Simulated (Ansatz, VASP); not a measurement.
**BeRu: VASP beside Ansatz**

File INCAR:

```
SYSTEM = BeRu
PREC = Accurate ; ENCUT = 520
EDIFF = 1E-6 ; ISMEAR = -1
SIGMA = 0.05 ; LREAL = .False.
LASPH = .True. ; NELM = 80
ALGO = Fast ; ISIF = 2
LWAVE = .False. ; LCHARG = .False.
GGA = PE ; NBANDS = 15
```

File KPOINTS:

```
Automatic mesh
0
Gamma
  12 12 7
  0 0 0
```

The input POSCAR:

```
BeRu
1.0
    2.5483915149      0.0000000000      0.0000000000
   -1.2741957574      2.2069717856      0.0000000000
    0.0000000000      0.0000000000      3.8699589225
Be Ru
1 1
Direct
    0.0000000000      0.0000000000      0.5000000000
    0.6666666700      0.3333333300      0.0000000000
```

The input input.yaml:

```yaml
crystal:
  lattice:
    - [2.5483915149, 0.0, 0.0]
    - [-1.2741957574, 2.2069717856, 0.0]
    - [0.0, 0.0, 3.8699589225]
  atoms:
    - { symbol: Be, position: [0.0, 0.0, 0.5] }
    - { symbol: Ru, position: [0.66666667, 0.33333333, 0.0] }
kpoints:
  mp_grid: { grid: [12, 12, 7] }
scf:
  occupations: { method: fermi_dirac, width: 0.05 }
hamiltonian:
  xc: pbe
  pseudopotentials: { kind: all_electron, lapw: { basis_error: 0.0005 } }
output:
  forces: true
  stress: true
  eigenvalues: true
```

Change from the starting cell: volume scaled by 1.06.

Alike in both runs: task single point; functional PBE; k mesh 12 × 12 × 7; occupations fermi-dirac, width 0.05 eV; no spin polarisation.

|  | VASP | Ansatz |
| --- | --- | --- |
| version | VASP 6.6.1 | Ansatz 0.2.0 |
| potentials or method | VASP PAW PBE potentials, release 64 (Be, Ru_pv), cutoff 520 eV | all-electron LAPW, scalar-relativistic |

VASP gave:

| Quantity | Value |
| --- | --- |
| gap on the k mesh at the Fermi level (eV) | none |
| pressure (GPa) | 17.7 |
| traceless stress, the component that is largest in VASP (GPa) | -21.13 |

Q: Which values does Ansatz return?

A: gap on the k mesh at the Fermi level (eV): none; pressure (GPa): 17.7; traceless stress, the component that is largest in VASP (GPa): -21.08.

A gap of «none» marks a metal or a gap that the smearing closes. Ansatz ran all-electron here, and VASP with PAW potentials.
